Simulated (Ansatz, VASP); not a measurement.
# GaCo: VASP beside Ansatz

POSCAR

```
GaCo
1.0
    2.8391033400      0.0000000000      0.0000000000
    0.0000000000      2.8391033400      0.0000000000
    0.0000000000      0.0000000000      2.8391033400
Ga Co
1 1
Direct
    0.5000000000      0.5000000000      0.5000000000
    0.0000000000      0.0000000000      0.0000000000
```

INCAR.step1

```
  ALGO = Normal
  EDIFF = 1E-5
  ENCUT = 660
  GGA = PE
  GGA_COMPAT = False
  ISMEAR = -5
  ISPIN = 2
  LASPH = True
  LCHARG = False
  LDAU = True
  LDAUJ = 0 0
  LDAUL = -1 2
  LDAUTYPE = 2
  LDAUU = 0 6.2
  LMAXMIX = 4
  LREAL = False
  LWAVE = True
  MAGMOM = 0 2
  NBANDS = 26
  NELM = 200
  PREC = Accurate
  SIGMA = 0.1
```

INCAR.step2

```
  ALGO = Normal
  EDIFF = 1E-6
  ENCUT = 660
  GGA_COMPAT = False
  ISIF = 2
  ISMEAR = -5
  ISPIN = 2
  ISTART = 1
  LASPH = True
  LCHARG = True
  LDAU = True
  LDAUJ = 0 0
  LDAUL = -1 2
  LDAUPRINT = 1
  LDAUTYPE = 2
  LDAUU = 0 6.2
  LELF = True
  LMAXMIX = 4
  LMIXTAU = True
  LORBIT = 11
  LREAL = False
  LVHAR = True
  LWAVE = False
  MAGMOM = 0 2
  METAGGA = R2SCAN
  NBANDS = 26
  NELM = 200
  PREC = Accurate
  SIGMA = 0.1
```

Contents of KPOINTS:

```
k-points
0
Gamma
  9 9 9
```

Contents of input.yaml:

```yaml
crystal:
  lattice:
    - [2.83910334, 0.0, 0.0]
    - [0.0, 2.83910334, 0.0]
    - [0.0, 0.0, 2.83910334]
  atoms:
    - { symbol: Ga, position: [0.5, 0.5, 0.5] }
    - { symbol: Co, position: [0.0, 0.0, 0.0], spin: 2.0 }
hamiltonian:
  xc: r2scan
  pseudopotentials: { kind: paw }
  hubbard:
    sites: [{ species: Co, l: d, u_eff: 6.2 }]
    projectors: all-electron-atomic
magnetization:
  spin_polarized: true
kpoints:
  mp_grid: { grid: [9, 9, 9] }
scf:
  occupations: { method: tetrahedron }
output:
  forces: true
  stress: true
  write_density: true
  write_potential: true
  elf: true
  volumetric_format: npy
```

Alike in both runs: task single point; functional r2SCAN; k mesh 9 × 9 × 9; occupations tetrahedron; collinear spin; Hubbard terms Co d U = 6.2 eV.

|  | VASP | Ansatz |
| --- | --- | --- |
| version | VASP 6.6.1 | Ansatz 0.2.0 |
| potentials or method | VASP PAW PBE potentials, release 64 (Ga_d, Co_sv) | Ansatz PAW |
| plane-wave cutoff (eV) | 660 | 500 |
| valence electrons in the cell | 30 | 30 |

|  | VASP | Ansatz | Ansatz less VASP |
| --- | --- | --- | --- |
| gap on the k mesh at the Fermi level (eV) | none | none | - |
| net moment per atom (μB) | 0.89 | 0.90 | +0.017 |
| size of the moment on the site where the two differ most (μB) | 0.06 | 0.03 | -0.031 |

VASP's potentials were made for PBE, not for r2SCAN. Site moments also hang on the region over which each program counts them. The programs project onto different local orbitals, so the same U acts differently, and such runs can settle in different states. A gap of «none» marks a metal or a gap that the smearing closes.

Noted on Ansatz's run: the magnetic or orbital state may not be the lowest.
